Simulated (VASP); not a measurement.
# Ba8Ti8O23 (a cell with a defect) in VASP: single point with PBE

Aim: the single point of Ba8Ti8O23 (a cell with a defect) with PBE.

Everything below comes from runs of VASP 6.6.1. Logs are shortened: lines on timing, memory, paths and dates and some standing lists are left out, and cuts for length are marked.

## (1) The cell of the first run

The cell holds a defect, 39 atoms: a = 7.968 Å, b = 8.037 Å, c = 8.037 Å, α = 89.82°, β = 90.00°, γ = 90.00°.

## (2) Single point, PBE

INCAR

```
PREC = Accurate ; ENCUT = 520
EDIFF = 1E-6 ; ISMEAR = 0
SIGMA = 0.02 ; LREAL = Auto
LASPH = T ; NELM = 120
ALGO = Normal ; ISIF = 2
LWAVE = F ; LCHARG = T
GGA = PE ; LVHAR = T
NBANDS = 182 ; NELECT = 312.0
GGA_COMPAT = F ; KPAR = 2
NCORE = 2
```

KPOINTS

```
Automatic mesh
0
Gamma
  2 2 2
```

POSCAR

```
Ba8Ti8O23
1.0
    7.9682000000      0.0000000000      0.0000000000
    0.0000000000      5.6741000000      5.6916000000
    0.0000000000     -5.6741000000      5.6916000000
Ba Ti O
8 8 23
Direct
    0.0010646068      0.0028632873      0.0100991485
    0.0019159911      0.0030890918      0.4981891077
    0.0021254487      0.5026951144      0.0096650304
    0.0037639617      0.5035144325      0.4960008180
    0.4914467508      0.0022586296      0.0093767629
    0.4904266961      0.0027643394      0.4988770268
    0.4932858111      0.5019207674      0.0071504955
    0.4902388243      0.5029010215      0.4970777191
    0.2414598027      0.2573682842      0.2604166972
    0.2387276926      0.2647609103      0.7590812430
    0.2414495118      0.7588064683      0.2602470492
    0.2387856731      0.7582013691      0.7599256954
    0.7423287568      0.2642142833      0.2640983177
    0.7434728044      0.2281387331      0.7574057535
    0.7416063854      0.7585274913      0.2641195675
    0.7435929068      0.7718312919      0.7578334773
    0.0036884114      0.2453362087      0.2468716064
    0.2511011270      0.2458771630      0.4929101727
    0.2515880625      0.4924239848      0.2468408968
   -0.0039769333      0.2605977883      0.7440409776
    0.2509800206      0.2458203366      0.9897028906
    0.2502654301      0.4937238790      0.7463147745
    0.0045459451      0.7471826734      0.2463936496
    0.2514197686      0.7476077046      0.4921206670
    0.2516419016      0.9938312849      0.2468437450
   -0.0038494265      0.7370471847      0.7449035848
    0.2513706985      0.7476280438      0.9907395505
    0.2498411184      0.9901661466      0.7456930143
    0.5066121583      0.2453106042      0.2469866409
    0.7528983961      0.2596353999      0.5007962889
    0.7519872744      0.4934292555      0.2485206356
    0.5125974499      0.2622730347      0.7437925708
    0.7532629703      0.2626797571      0.9834677234
    0.5058309279      0.7470469477      0.2465432554
    0.7525019452      0.7387298043      0.5004950182
    0.7522735373      0.9905407745      0.2488982233
    0.5127920986      0.7349579712      0.7445249510
    0.7528200848      0.7358868613      0.9840400486
    0.7482277051      0.9997810820      0.7512660752
```

Potentials or basis: VASP PAW PBE potentials, release 64 (Ba_sv, Ti_sv, O).

Launch:

```sh
$ cat potpaw_PBE.64/Ba_sv/POTCAR potpaw_PBE.64/Ti_sv/POTCAR potpaw_PBE.64/O/POTCAR > POTCAR
$ mpirun -np 4 vasp_std > vasp.out
```

OUTCAR:

```text
PREC = Accurate
   ENCUT = 520
   EDIFF = 1E-6
   ISMEAR = 0
   LREAL = Auto
   LASPH = T
   NELM = 120
   ISIF = 2
   GGA = PE
   NELECT = 312.0

 ion  position               nearest neighbor table
   1  0.001  0.003  0.010-  17 2.73  25 2.76  36 2.76  21 2.79  23 2.79  27 2.87  33 2.88  39 2.90
                            28 2.91  38 2.93  20 2.97  26 3.02  12 3.39  11 3.40  14 3.40  16 3.43
   2  0.002  0.003  0.498-  18 2.78  17 2.80  28 2.81  36 2.83  25 2.84  24 2.86  30 2.86  20 2.87
                            39 2.87  23 2.89  35 2.91  26 2.91  11 3.34   9 3.38  15 3.42  12 3.44
   3  0.002  0.503  0.010-  38 2.74  23 2.74  19 2.76  31 2.77  33 2.77  27 2.80  17 2.81  26 2.84
                            21 2.87  20 2.89  22 2.90  10 3.36   9 3.40  12 3.43  11 3.46  13 3.48
   4  0.004  0.504  0.496-  26 2.75  35 2.75  24 2.78  20 2.79  23 2.80  30 2.80  22 2.81  19 2.81
                            31 2.83  18 2.86  17 2.89   9 3.33  11 3.37  13 3.40  10 3.41  15 3.47
   5  0.491  0.002  0.009-  25 2.70  29 2.74  21 2.74  34 2.80  27 2.81  36 2.83  28 2.86  39 2.91
                            33 2.96  32 2.99  38 2.99  37 3.03  14 3.38  16 3.40  11 3.44  12 3.46
   6  0.490  0.003  0.499-  18 2.73  28 2.76  25 2.78  24 2.80  29 2.81  32 2.88  39 2.89  34 2.89
                            36 2.90  37 2.92  30 2.94  35 2.98  15 3.38  11 3.39  14 3.42   9 3.43
   7  0.493  0.502  0.007-  19 2.72  34 2.76  27 2.76  38 2.80  29 2.82  37 2.82  21 2.83  31 2.83
                            33 2.83  22 2.85  32 2.87  10 3.43  13 3.44   9 3.47  12 3.50  11 3.53
   8  0.490  0.503  0.497-  37 2.74  24 2.74  19 2.77  22 2.77  32 2.77  34 2.81  18 2.81  35 2.82
                            30 2.86  31 2.89  29 2.89  13 3.35   9 3.39  15 3.42  11 3.43  10 3.48
   9  0.241  0.257  0.260-  18 1.87  19 1.89  17 1.90  29 2.12  25 2.12  21 2.18   4 3.33   2 3.38
                             8 3.39   3 3.40   6 3.43   1 3.45   7 3.47   5 3.50
  10  0.239  0.265  0.759-  22 1.84  21 1.86  20 1.94  18 2.15  32 2.19  28 2.21   3 3.36   4 3.41
                             7 3.43   1 3.47   8 3.48   2 3.52   5 3.54   6 3.59
  11  0.241  0.759  0.260-  24 1.87  23 1.89  25 1.89  34 2.11  19 2.15  27 2.17   2 3.34   4 3.37
                             6 3.39   1 3.40   8 3.43   5 3.44   3 3.46   7 3.53
  12  0.239  0.758  0.760-  27 1.86  28 1.87  26 1.94  22 2.13  24 2.16  37 2.19   1 3.39   3 3.43
                             2 3.44   5 3.46   4 3.50   6 3.50   7 3.50   8 3.57
  13  0.742  0.264  0.264-  31 1.85  29 1.89  30 1.90  17 2.09  36 2.20  33 2.26   8 3.35   4 3.40
                             7 3.44   6 3.46   3 3.48   2 3.49   5 3.56   1 3.59
  14  0.743  0.228  0.757-  39 1.84  33 1.84  32 1.86  20 2.03  30 2.08   5 3.38   1 3.40   6 3.42
                             2 3.45   7 3.59   3 3.64   8 3.65   4 3.69
  15  0.742  0.759  0.264-  36 1.87  34 1.89  35 1.91  23 2.10  31 2.14  38 2.26   6 3.38   8 3.42
                             2 3.42   5 3.46   4 3.47   1 3.50   7 3.53   3 3.57
  16  0.744  0.772  0.758-  39 1.83  38 1.84  37 1.87  26 2.03  35 2.09   5 3.40   1 3.43   6 3.44
                             2 3.47   7 3.56   3 3.60   8 3.63   4 3.66
  17  0.004  0.245  0.247-   9 1.90  13 2.09   1 2.73   2 2.80   3 2.81   4 2.89
  18  0.251  0.246  0.493-   9 1.87  10 2.15   6 2.73   2 2.78   8 2.81   4 2.86
  19  0.252  0.492  0.247-   9 1.89  11 2.15   7 2.72   3 2.76   8 2.77   4 2.81
  20  0.996  0.261  0.744-  10 1.94  14 2.03   4 2.79   2 2.87   3 2.89   1 2.97
  21  0.251  0.246  0.990-  10 1.86   9 2.18   5 2.74   1 2.79   7 2.83   3 2.87
  22  0.250  0.494  0.746-  10 1.84  12 2.13   8 2.77   4 2.81   7 2.85   3 2.90
[... 15 lines left out ...]
  38  0.753  0.736  0.984-  16 1.84  15 2.26   3 2.74   7 2.80   1 2.93   5 2.99
  39  0.748  1.000  0.751-  16 1.83  14 1.84   2 2.87   6 2.89   1 2.90   5 2.91

  LATTYP: Found a base centered orthorhombic cell.
 ALAT       =    11.3482000000
 B/A-ratio  =     1.0030841896
 C/A-ratio  =     0.7021554079

  Lattice vectors:

 A1 = (   0.0000000000,   5.6741000000,  -5.6916000000)
 A2 = (   0.0000000000,   5.6741000000,   5.6916000000)
 A3 = (   7.9682000000,   0.0000000000,   0.0000000000)

Analysis of symmetry for initial positions (statically):
=====================================================================
 Subroutine PRICEL returns:
 Original cell was already a primitive cell.

 Routine SETGRP: Setting up the symmetry group for a
 base centered orthorhombic supercell.

 Subroutine GETGRP returns: Found  1 space group operations
 (whereof  1 operations were pure point group operations)
 out of a pool of  8 trial point group operations.

The static configuration has the point symmetry C_1 .

Analysis of symmetry for dynamics (positions and initial velocities):
=====================================================================
 Subroutine PRICEL returns:
 Original cell was already a primitive cell.

 Routine SETGRP: Setting up the symmetry group for a
 base centered orthorhombic supercell.

 Subroutine GETGRP returns: Found  1 space group operations
[... 122 lines left out ...]
     0.062749429  0.062214320  0.062214320

  Shift w.r.t. Gamma in fractional coordinates (k-lattice)
     0.000000000  0.000000000  0.000000000

 Subroutine IBZKPT returns following result:
 ===========================================

 Found      8 irreducible k-points:

 Following reciprocal coordinates:
            Coordinates               Weight
  0.000000  0.000000  0.000000      1.000000
  0.500000  0.000000  0.000000      1.000000
  0.000000  0.500000  0.000000      1.000000
  0.000000  0.000000  0.500000      1.000000
  0.500000  0.500000  0.000000      1.000000
  0.500000  0.000000  0.500000      1.000000
  0.000000  0.500000  0.500000      1.000000
  0.500000  0.500000  0.500000      1.000000
   k-points           NKPTS =      8   k-points in BZ     NKDIM =      8   number of bands    NBANDS=    182
   number of dos      NEDOS =    301   number of ions     NIONS =     39
   total plane-waves  NPLWV = 216000
   dimension x,y,z NGX =    60 NGY =   60 NGZ =   60
   dimension x,y,z NGXF=   120 NGYF=  120 NGZF=  120
   ions per type =               8   8  23
   NGX,Y,Z   is equivalent  to a cutoff of  12.52, 12.41, 12.41 a.u.
   NGXF,Y,Z  is equivalent  to a cutoff of  25.04, 24.82, 24.82 a.u.
 SYSTEM =  unknown system
   PREC   = accura    normal or accurate (medium, high low for compatibility)
   ISTART =      0    job   : 0-new  1-cont  2-samecut
   ICHARG =      2    charge: 1-file 2-atom 10-const
   ISPIN  =      1    spin polarized calculation?
   LNONCOLLINEAR =      F non collinear calculations
   LSORBIT =      F    spin-orbit coupling
   LASPH  =      T    aspherical Exc in radial PAW
   ENCUT  =  520.0 eV  38.22 Ry    6.18 a.u.  14.82 14.94 14.94*2*pi/ulx,y,z
   NELM   =    120;   NELMIN=  2; NELMDL= -5     # of ELM steps
   EDIFF  = 0.1E-05   stopping-criterion for ELM
   LREAL  =      T    real-space projection
   EDIFFG = 0.1E-04   stopping-criterion for IOM
   NSW    =      0    number of steps for IOM
   IBRION =     -1    ionic relax: 0-MD 1-quasi-New 2-CG
   NFREE  =      0    steps in history (QN), initial steepest desc. (CG)
   ISIF   =      2    stress and relaxation
   ISYM   =      2    0-nonsym 1-usesym 2-fastsym
   POTIM  = 0.5000    time-step for ionic-motion
   TEBEG  =    0.0;   TEEND  =   0.0 temperature during run
   PSTRESS=    0.0 pullay stress
   NELECT =     312.0000    total number of electrons
   NUPDOWN=      -1.0000    fix difference up-down
   EMIN   =  10.00;   EMAX   =-10.00  energy-range for DOS
   EFERMI =   0.00;   METHOD = LEGACY
   ISMEAR =     0;   SIGMA  =   0.02  broadening in eV -4-tet -1-fermi 0-gaus
   EFERMI_NEDOS =   21; number of points for ismear=-14 and -15
   IALGO  =     38    algorithm
   IMIX   =      4    mixing-type and parameters
     AMIX     =   0.40;   BMIX     =  1.00
     AMIX_MAG =   1.60;   BMIX_MAG =  1.00
  volume/ion in A,a.u.               =      13.20        89.05
  Fermi-wavevector in a.u.,A,eV,Ry     =   1.385540  2.618292 26.119403  1.919722
  Thomas-Fermi vector in A             =   2.509941
   LORBIT       =      0    0 simple, 1 ext, 2 COOP (PROOUT), +10 PAW based schemes
   GGA     = PE    functional components
   LHFCALC =     F    Hartree Fock is set to
   AEXX    =    0.0000 exact exchange contribution
   IVDW    =     0    specifies the selected vdW correction
   LEPSILON=     F    determine dielectric tensor
   LRPA    =     F    only Hartree local field effects (RPA)
 non-spin polarized calculation
 Gauss-broadening in eV      SIGMA  =   0.02
  energy-cutoff  :      520.00
  volume of cell :      514.66
 maximum number of plane-waves:     13884
 NGX is ok and might be reduce to    60
   NGX = 29   NGY = 29   NGZ = 29

 number of electron     312.0000024 magnetization

 Free energy of the ion-electron system (eV)
  ---------------------------------------------------
  ext. energy  EPLUGINS =         0.00000000
  ---------------------------------------------------
  free energy    TOTEN  =      -321.62077412 eV

  energy without entropy =     -321.62077412  energy(sigma->0) =     -321.62077412

 E-fermi :   3.8127     XC(G=0): -11.0542

 val. band max:        3.7224043833   @ k =   0.0000   0.0000   0.0000
 cond. band min:       5.9242871818   @ k =   0.0000   0.0000   0.0000
 fundamental gap:      2.2018827985
 Fermi energy:         3.8126991378

 k-point     1 :       0.0000    0.0000    0.0000
  band No.  band energies     occupation
      1     -52.7945      2.00000
      2     -52.7891      2.00000
      3     -52.6972      2.00000
      4     -52.6960      2.00000
      5     -52.6840      2.00000
      6     -52.6820      2.00000
[... 1357 lines left out ...]
    167       7.0915      0.00000
    168       7.1003      0.00000
 [bands above 168 left out]

------------------------ aborting loop because EDIFF is reached ----------------------------------------

  FORCE on cell =-STRESS in cart. coord.  units (eV):
  Direction    XX          YY          ZZ          XY          YZ          ZX
  --------------------------------------------------------------------------------------
  -------------------------------------------------------------------------------------
  Total        3.3445015      5.3285788      5.1032966      0.1228751      1.8588166     -1.0032889
  in kB       10.4116700     16.5882433     15.8869238      0.3825188      5.7866277     -3.1233094
  external PRESSURE =      14.2956124 kB  Pullay stress =       0.0000000 kB

 VOLUME and BASIS-vectors are now :
 -----------------------------------------------------------------------------
  energy-cutoff  :      520.00
  volume of cell :      514.66
      direct lattice vectors                 reciprocal lattice vectors
     7.968200000  0.000000000  0.000000000     0.125498858  0.000000000  0.000000000
     0.000000000  5.674100000  5.691600000     0.000000000  0.088119702  0.087848760
     0.000000000 -5.674100000  5.691600000     0.000000000 -0.088119702  0.087848760

 POSITION                                       TOTAL-FORCE (eV/Angst)
 -----------------------------------------------------------------------------------
      0.00848     -0.04106      0.07378        -0.024976      0.038545     -0.060850
      0.01527     -2.80925      2.85308        -0.035618     -0.032832      0.009009
      0.01694      2.79750      2.91615        -0.007367      0.024635     -0.052008
      0.02999      0.04263      5.68884        -0.025613     -0.026729     -0.007033
      3.91595     -0.04039      0.06622         0.057694      0.038115     -0.060690
      3.90782     -2.81499      2.85514         0.059285     -0.024756      0.004136
[... 31 lines left out ...]
      5.99862     -1.40805      9.78914        -0.012810     -0.024090      0.056619
      5.96203      1.41010      9.96626        -0.003184     -0.004363     -0.001800
 -----------------------------------------------------------------------------------
    total drift:                                0.053250      0.013790     -0.064748

  FREE ENERGIE OF THE ION-ELECTRON SYSTEM (eV)
  ---------------------------------------------------
  free  energy   TOTEN  =      -321.6207741179 eV

  energy  without entropy=     -321.6207741179  energy(sigma->0) =     -321.62077412
```

Wall time 6.6 min (4 MPI ranks of Intel Xeon Platinum 8259CL at 2.50GHz (Skylake/Cascade Lake), shared host); peak memory 0.49 GiB.

What came out:

```yaml
Free_energy: -321.6208 eV
Largest_force: 0.106 eV/Å
```

Forces on the atoms (eV/Å):
```
Ba  -0.025  0.039 -0.061
Ba  -0.036 -0.033  0.009
Ba  -0.007  0.025 -0.052
Ba  -0.026 -0.027 -0.007
Ba   0.058  0.038 -0.061
Ba   0.059 -0.025  0.004
Ba   0.033  0.016 -0.041
Ba   0.051 -0.017 -0.013
Ti   0.034 -0.003 -0.069
Ti   0.038 -0.011 -0.099
Ti   0.042  0.027 -0.080
Ti   0.036  0.005 -0.064
Ti   0.044 -0.009 -0.071
Ti   0.051  0.078 -0.009
Ti   0.038 -0.007 -0.078
Ti   0.055  0.012 -0.065
O   -0.035  0.003  0.017
O   -0.009 -0.025  0.046
O   -0.010  0.029  0.043
O   -0.032 -0.020  0.007
O   -0.009 -0.034  0.049
O   -0.004  0.033  0.049
O   -0.040  0.001  0.018
O   -0.010 -0.031  0.047
O   -0.015  0.016  0.040
O   -0.026  0.004  0.022
O   -0.011 -0.034  0.047
O   -0.006  0.031  0.056
O   -0.037  0.001  0.015
O   -0.008 -0.047  0.028
O   -0.011  0.040  0.045
O   -0.044 -0.019  0.004
O   -0.012 -0.050  0.033
O   -0.037  0.002  0.016
O   -0.013 -0.026  0.048
O   -0.011  0.036  0.046
O   -0.049  0.008  0.026
O   -0.013 -0.024  0.057
O   -0.003 -0.004 -0.002
```

Caveat: the cell carries a net charge on a neutralising background, which shifts energy and pressure; the cell is charged against a uniform background, so pressure and absolute levels hang on convention; spin-orbit coupling is left out, which moves the levels of the heavy elements.
